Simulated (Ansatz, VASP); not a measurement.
# Two plane-wave programs on Hf2N

```xyz
6
Lattice="5.4014 0.0000 0.0000 0.0000 5.4014 0.0000 0.0000 0.0000 3.2920" Properties=species:S:1:pos:R:3 pbc="T T T"
Hf    1.6007    1.6007    0.0000
Hf    3.8007    3.8007    0.0000
Hf    4.3014    1.1000    1.6460
Hf    1.1000    4.3014    1.6460
N     0.0000    0.0000    0.0000
N     2.7007    2.7007    1.6460
```

Change from the starting cell: equal strain along all axes, cell held, atoms relaxed: +2.0 %.

Alike in both runs: functional PBEsol; k mesh 8 × 8 × 12; occupations gaussian, width 0.1 eV; no spin polarisation.

Ansatz relaxed the structure, and its values are those at the end. VASP's run is a single point on that final structure, the one shown.

```csv
,VASP,Ansatz
version,VASP 6.6.1,Ansatz 0.2.0
potentials or method,"VASP PAW PBE potentials, release 64 (Hf_pv, N), cutoff 520 eV","scalar-relativistic, plane waves, PAW"
valence electrons in the cell,50,114
```

|  | VASP | Ansatz | Ansatz less VASP |
| --- | --- | --- | --- |
| gap on the k mesh at the Fermi level (eV) | none | none | - |
| pressure (GPa) | -11.8 | -10.8 | +0.99 |
| rms of the force components (eV/Å) | 0.009 | 0.004 | -0.0050 |

VASP's potentials were made for PBE, not for PBEsol. A gap of «none» marks a metal or a gap that the smearing closes. With one functional, cell and mesh, what is left measures potentials, basis and numerics. VASP's potentials hold 50 valence electrons a cell and Ansatz's 114, so a difference there can come from the potentials and not from the codes. Ansatz's warnings: stress scf threshold loose.

Neither program's run includes spin-orbit coupling.
